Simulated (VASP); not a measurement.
# Fe (P6_3/mmc) in VASP: further runs

The runs below take Fe through single point, with revPBE.

Program: VASP 6.6.1. These are calculated values, not measurements. Logs are shortened: lines on timing, memory, paths and dates and some standing lists are left out, and cuts for length are marked.

### 1 The cell of the first run

The structure is hexagonal, space group P6_3/mmc (No. 194). The conventional cell has a = 2.440 Å, b = 2.440 Å, c = 3.855 Å, α = 90.00°, β = 90.00°, γ = 120.00°. Fe (site symmetry -6m2) has 12 Fe at 2.39 to 2.44 Å within 3.2 Å.

### 2 Single point, revPBE, collinear spin, antiferromagnetic start (volume scaled by 0.96)

Contents of INCAR:

```
SYSTEM = Fe
ALGO = Normal
EDIFF = 1E-6
ENCUT = 520
GGA = RE
ISIF = 2
ISMEAR = -1
ISPIN = 2
LASPH = .True.
LCHARG = .False.
LMAXMIX = 4
LORBIT = 11
LREAL = .False.
LWAVE = .False.
MAGMOM = 2.5 -2.5
NBANDS = 19
NELM = 150
PREC = Accurate
SIGMA = 0.05
```

Contents of KPOINTS:

```
k-points
0
Gamma
  16 16 9
  0 0 0
```

Contents of POSCAR:

```
Fe
1.0
    2.4404412294      0.0000000000      0.0000000000
   -1.2202206147      2.1134841011      0.0000000000
    0.0000000000      0.0000000000      3.8550738371
Fe
2
Direct
    0.3333333333      0.6666666667      0.2500000000
    0.6666666667      0.3333333333      0.7500000000
```

Potentials or basis: VASP PAW PBE potentials, release 64 (Fe).

Command:

```bash
$ cat potpaw_PBE.64/Fe/POTCAR > POTCAR
$ mpirun -np 1 vasp_std > vasp.out
```

OUTCAR:

```text
SYSTEM = Fe
   EDIFF = 1E-6
   ENCUT = 520
   GGA = RE
   ISIF = 2
   ISMEAR = -1
   ISPIN = 2
   LASPH = .True.
   LORBIT = 11
   LREAL = .False.
   NELM = 150
   PREC = Accurate

 ion  position               nearest neighbor table
   1  0.333  0.667  0.250-   2 2.39   2 2.39   2 2.39   2 2.39   2 2.39   2 2.39
   2  0.667  0.333  0.750-   1 2.39   1 2.39   1 2.39   1 2.39   1 2.39   1 2.39

  LATTYP: Found a hexagonal cell.
 ALAT       =     2.4404412294
 C/A-ratio  =     1.5796626408

  Lattice vectors:

 A1 = (   2.4404412294,   0.0000000000,   0.0000000000)
 A2 = (  -1.2202206147,   2.1134841011,   0.0000000000)
 A3 = (   0.0000000000,   0.0000000000,   3.8550738371)

Analysis of symmetry for initial positions (statically):
=====================================================================
 Subroutine PRICEL returns:
 Original cell was already a primitive cell.

 Routine SETGRP: Setting up the symmetry group for a
 hexagonal supercell.

 Subroutine GETGRP returns: Found 24 space group operations
 (whereof 12 operations were pure point group operations)
 out of a pool of 24 trial point group operations.

The static configuration has the point symmetry D_3d.
 The point group associated with its full space group is D_6h.

Analysis of symmetry for dynamics (positions and initial velocities):
=====================================================================
 Subroutine PRICEL returns:
 Original cell was already a primitive cell.

 Routine SETGRP: Setting up the symmetry group for a
 hexagonal supercell.

 Subroutine GETGRP returns: Found 24 space group operations
 (whereof 12 operations were pure point group operations)
 out of a pool of 24 trial point group operations.

The dynamic configuration has the point symmetry D_3d.
 The point group associated with its full space group is D_6h.

Analysis of structural, dynamic, and magnetic symmetry:
=====================================================================
 Subroutine PRICEL returns:
 Original cell was already a primitive cell.

 Routine SETGRP: Setting up the symmetry group for a
 hexagonal supercell.

 Subroutine GETGRP returns: Found 24 space group operations
 (whereof 12 operations were pure point group operations)
 out of a pool of 24 trial point group operations.

The overall configuration has the point symmetry D_3d.
 The point group associated with its full space group is D_6h.

 Subroutine INISYM returns: Found 24 space group operations
 (whereof 12 operations are pure point group operations),
 and found     1 'primitive' translations

----------------------------------------------------------------------------------------

                                     Primitive cell

  volume of cell :      19.8838

  direct lattice vectors                    reciprocal lattice vectors
     2.440441229  0.000000000  0.000000000     0.409761968  0.236576182  0.000000000
    -1.220220615  2.113484101  0.000000000     0.000000000  0.473152365  0.000000000
     0.000000000  0.000000000  3.855073837     0.000000000  0.000000000  0.259398404

  length of vectors
     2.440441229  2.440441229  3.855073837     0.473152365  0.473152365  0.259398404

  position of ions in fractional coordinates (direct lattice)
     0.333333333  0.666666667  0.250000000
     0.666666667  0.333333333  0.750000000

  ion indices of the primitive-cell ions
   primitive index   ion index
                 1           1
                 2           2

----------------------------------------------------------------------------------------

 KPOINTS: k-points

Automatic generation of k-mesh.
 Grid dimensions read from file:
 generate k-points for:   16   16    9

 Generating k-lattice:

  Cartesian coordinates                     Fractional coordinates (reciprocal lattice)
     0.025610123  0.014786011  0.000000000     0.062500000  0.000000000  0.000000000
     0.000000000  0.029572023  0.000000000     0.000000000  0.062500000  0.000000000
     0.000000000  0.000000000  0.028822045     0.000000000  0.000000000  0.111111111

  Length of vectors
     0.029572023  0.029572023  0.028822045

  Shift w.r.t. Gamma in fractional coordinates (k-lattice)
     0.000000000  0.000000000  0.000000000

 Subroutine IBZKPT returns following result:
 ===========================================

 Found    150 irreducible k-points:

 Following reciprocal coordinates:
            Coordinates               Weight
  0.000000  0.000000  0.000000      1.000000
  0.062500  0.000000  0.000000      6.000000
  0.125000  0.000000  0.000000      6.000000
  0.187500 -0.000000  0.000000      6.000000
  0.250000  0.000000  0.000000      6.000000
  0.312500  0.000000  0.000000      6.000000
[... 16 lines left out ...]
  0.187500  0.187500  0.000000      6.000000
  0.250000  0.187500  0.000000     12.000000
 [... further k-points ...]
   k-points           NKPTS =    150   k-points in BZ     NKDIM =    150   number of bands    NBANDS=     19
   number of dos      NEDOS =    301   number of ions     NIONS =      2
   total plane-waves  NPLWV =   9720
   dimension x,y,z NGX =    18 NGY =   18 NGZ =   30
   dimension x,y,z NGXF=    36 NGYF=   36 NGZF=   60
   ions per type =               2
   NGX,Y,Z   is equivalent  to a cutoff of  12.26, 12.26, 12.94 a.u.
   NGXF,Y,Z  is equivalent  to a cutoff of  24.52, 24.52, 25.87 a.u.
 SYSTEM =  Fe
   PREC   = accura    normal or accurate (medium, high low for compatibility)
   ISTART =      0    job   : 0-new  1-cont  2-samecut
   ICHARG =      2    charge: 1-file 2-atom 10-const
   ISPIN  =      2    spin polarized calculation?
   LNONCOLLINEAR =      F non collinear calculations
   LSORBIT =      F    spin-orbit coupling
   LASPH  =      T    aspherical Exc in radial PAW
   ENCUT  =  520.0 eV  38.22 Ry    6.18 a.u.   4.54  4.54  7.17*2*pi/ulx,y,z
   NELM   =    150;   NELMIN=  2; NELMDL= -5     # of ELM steps
   EDIFF  = 0.1E-05   stopping-criterion for ELM
   LREAL  =      F    real-space projection
   EDIFFG = 0.1E-04   stopping-criterion for IOM
   NSW    =      0    number of steps for IOM
   IBRION =     -1    ionic relax: 0-MD 1-quasi-New 2-CG
   NFREE  =      0    steps in history (QN), initial steepest desc. (CG)
   ISIF   =      2    stress and relaxation
   ISYM   =      2    0-nonsym 1-usesym 2-fastsym
   POTIM  = 0.5000    time-step for ionic-motion
   TEBEG  =    0.0;   TEEND  =   0.0 temperature during run
   PSTRESS=    0.0 pullay stress
   NELECT =      16.0000    total number of electrons
   NUPDOWN=      -1.0000    fix difference up-down
   EMIN   =  10.00;   EMAX   =-10.00  energy-range for DOS
   EFERMI =   0.00;   METHOD = LEGACY
   ISMEAR =    -1;   SIGMA  =   0.05  broadening in eV -4-tet -1-fermi 0-gaus
   EFERMI_NEDOS =   21; number of points for ismear=-14 and -15
   IALGO  =     38    algorithm
   IMIX   =      4    mixing-type and parameters
     AMIX     =   0.40;   BMIX     =  1.00
     AMIX_MAG =   1.60;   BMIX_MAG =  1.00
  volume/ion in A,a.u.               =       9.94        67.09
  Fermi-wavevector in a.u.,A,eV,Ry     =   1.522702  2.877489 31.546744  2.318620
  Thomas-Fermi vector in A             =   2.631245
   LORBIT       =     11    0 simple, 1 ext, 2 COOP (PROOUT), +10 PAW based schemes
   GGA     = RE    functional components
   LHFCALC =     F    Hartree Fock is set to
   AEXX    =    0.0000 exact exchange contribution
   IVDW    =     0    specifies the selected vdW correction
   LEPSILON=     F    determine dielectric tensor
   LRPA    =     F    only Hartree local field effects (RPA)
 spin polarized calculation
  energy-cutoff  :      520.00
  volume of cell :       19.88
 maximum number of plane-waves:       550
   NGX =  9   NGY =  9   NGZ = 15

 number of electron      16.0000010 magnetization       0.0000000

 number of electron      16.0000010 magnetization      -0.0000000

 Free energy of the ion-electron system (eV)
  ---------------------------------------------------
  ext. energy  EPLUGINS =         0.00000000
  ---------------------------------------------------
  free energy    TOTEN  =       -15.40429438 eV

  energy without entropy =      -15.38691857  energy(sigma->0) =      -15.39560647

 E-fermi :   7.2698     XC(G=0): -13.8797

 val. band max:        7.2640689887   @ k =   0.3750   0.1250   0.3333
 cond. band min:       7.2822501802   @ k =   0.1250   0.0625   0.3333
 fundamental gap:      0.0181811915
 Fermi energy:         7.2698403625

 spin component 1

 k-point     1 :       0.0000    0.0000    0.0000
  band No.  band energies     occupation
      1      -1.7805      1.00000
      2       2.2001      1.00000
      3       5.5637      1.00000
      4       5.5637      1.00000
      5       5.7047      1.00000
      6       6.0478      1.00000
[... 11 lines left out ...]
     18      34.0149      0.00000
     19      34.8015      0.00000
[... 485 lines left out ...]
 k-point    24 :       0.2500    0.1875    0.0000
  band No.  band energies     occupation
      1       2.4139      1.00000
      2       3.4033      1.00000
      3       3.4992      1.00000
      4       3.9227      1.00000
      5       5.1287      1.00000
      6       5.8758      1.00000
[... 11 lines left out ...]
     18      28.3194      0.00000
     19      30.3386      0.00000

 [... further k-points ...]

 spin component 2

 k-point     1 :       0.0000    0.0000    0.0000
  band No.  band energies     occupation
      1      -1.7805      1.00000
      2       2.2001      1.00000
      3       5.5637      1.00000
      4       5.5637      1.00000
      5       5.7047      1.00000
      6       6.0478      1.00000
[... 11 lines left out ...]
     18      34.0149      0.00000
     19      34.8015      0.00000
[... 485 lines left out ...]
 k-point    24 :       0.2500    0.1875    0.0000
  band No.  band energies     occupation
      1       2.4139      1.00000
      2       3.4033      1.00000
      3       3.4992      1.00000
      4       3.9227      1.00000
      5       5.1287      1.00000
      6       5.8758      1.00000
[... 11 lines left out ...]
     18      28.3194      0.00000
     19      30.3386      0.00000

 [... further k-points ...]
[... 5 lines left out ...]
  --------------------------------------------------------------------------------------
  -------------------------------------------------------------------------------------
  Total        1.4019836      1.4019836      1.4665441     -0.0000000      0.0000000     -0.0000000
  in kB      112.9674861    112.9674861    118.1695777     -0.0000000      0.0000000     -0.0000000
  external PRESSURE =     114.7015167 kB  Pullay stress =       0.0000000 kB

 VOLUME and BASIS-vectors are now :
 -----------------------------------------------------------------------------
  energy-cutoff  :      520.00
  volume of cell :       19.88
      direct lattice vectors                 reciprocal lattice vectors
     2.440441229  0.000000000  0.000000000     0.409761968  0.236576182  0.000000000
    -1.220220615  2.113484101  0.000000000     0.000000000  0.473152365  0.000000000
     0.000000000  0.000000000  3.855073837     0.000000000  0.000000000  0.259398404

 POSITION                                       TOTAL-FORCE (eV/Angst)
 -----------------------------------------------------------------------------------
     -0.00000      1.40899      0.96377        -0.000000     -0.000000      0.000000
      1.22022      0.70449      2.89131         0.000000      0.000000      0.000000
 -----------------------------------------------------------------------------------
    total drift:                                0.000000     -0.000000     -0.000000

  FREE ENERGIE OF THE ION-ELECTRON SYSTEM (eV)
  ---------------------------------------------------
  free  energy   TOTEN  =       -15.4042943768 eV

  energy  without entropy=      -15.3869185725  energy(sigma->0) =      -15.39560647

 total charge

# of ion       s       p       d       tot
------------------------------------------
    1        0.548   0.664   6.359   7.572
    2        0.548   0.664   6.359   7.572
--------------------------------------------------
tot          1.097   1.329  12.719  15.144

 magnetization (x)

# of ion       s       p       d       tot
------------------------------------------
    1        0.000  -0.000   0.001   0.000
    2       -0.000   0.000  -0.001  -0.000
--------------------------------------------------
tot          0.000   0.000   0.000   0.000
```

Run time: 87 s. Hardware: 1 thread of Intel Xeon Platinum 8488C (Sapphire Rapids), shared host; peak memory 0.19 GiB.

What came out:

```
Free energy                                           : -15.4043 eV
Pressure                                              : 11.5 GPa
Band gap on the k mesh                                : zero (filled and empty bands overlap)
Net moment                                            : 0.00 μB per cell
Valence electrons inside the program's atomic spheres : Fe 7.57
```

Caveat: the starting moments collapsed, and a magnetic state may lie lower; the PAW data sets were made with another functional, which shifts forces and pressure a little.

### 3 Single point, revPBE, collinear spin, antiferromagnetic start (volume scaled by 1.08)

Contents of INCAR:

```
PREC = Accurate ; ENCUT = 520
EDIFF = 1E-6 ; ISMEAR = -1
SIGMA = 0.05 ; LREAL = F
LASPH = T ; NELM = 150
ALGO = Normal ; ISIF = 2
LWAVE = F ; LCHARG = F
ISPIN = 2 ; MAGMOM = 2.5 -2.5
LORBIT = 11 ; LMAXMIX = 4
GGA = RE ; NBANDS = 19
```

Contents of KPOINTS:

```
regular mesh
0
Gamma
  16 16 9
```

Contents of POSCAR:

```
Fe
1.0
    2.5381611612      0.0000000000      0.0000000000
   -1.2690805806      2.1981120445      0.0000000000
    0.0000000000      0.0000000000      4.0094383627
Fe
2
Direct
    0.3333333333      0.6666666667      0.2500000000
    0.6666666667      0.3333333333      0.7500000000
```

Potentials or basis: VASP PAW PBE potentials, release 64 (Fe).

Command:

```bash
$ cat potpaw_PBE.64/Fe/POTCAR > POTCAR
$ mpirun -np 1 vasp_std > vasp.out
```

Wall time 61 s (1 thread of Intel Xeon Platinum 8488C (Sapphire Rapids), shared host); peak memory 0.21 GiB.

Results (log left out):

| Quantity | Value |
| --- | --- |
| Free energy | -15.3718 eV |
| Pressure | -6.8 GPa |
| Band gap on the k mesh | zero (filled and empty bands overlap) |
| Net moment | 0.00 μB per cell |
| Site moments | Fe +1.47, -1.47 μB |
| Valence electrons inside the program's atomic spheres | Fe 7.29 |

Stress tensor (GPa, compression positive):
```
-9.38  0.00  0.00
 0.00 -9.38  0.00
 0.00  0.00 -1.73
```

Levels at points of the mesh, in eV from the Fermi level:
Spin up:
```csv
k point,band 6,band 7,band 8,band 9,band 10,band 11
"(0.00, 0.00, 0.00)",-1.21,-1.21,-0.50,-0.50,0.36,0.96
"(0.50, 0.00, 0.00)",-1.27,-0.90,0.03,1.10,1.62,2.26
```
Spin down:
| k point | band 6 | band 7 | band 8 | band 9 | band 10 | band 11 |
| --- | --- | --- | --- | --- | --- | --- |
| (0.00, 0.00, 0.00) | -1.21 | -1.21 | -0.50 | -0.50 | 0.36 | 0.96 |
| (0.50, 0.00, 0.00) | -1.27 | -0.90 | 0.03 | 1.10 | 1.62 | 2.26 |

Caveat: the PAW data sets were made with another functional, which shifts forces and pressure a little.
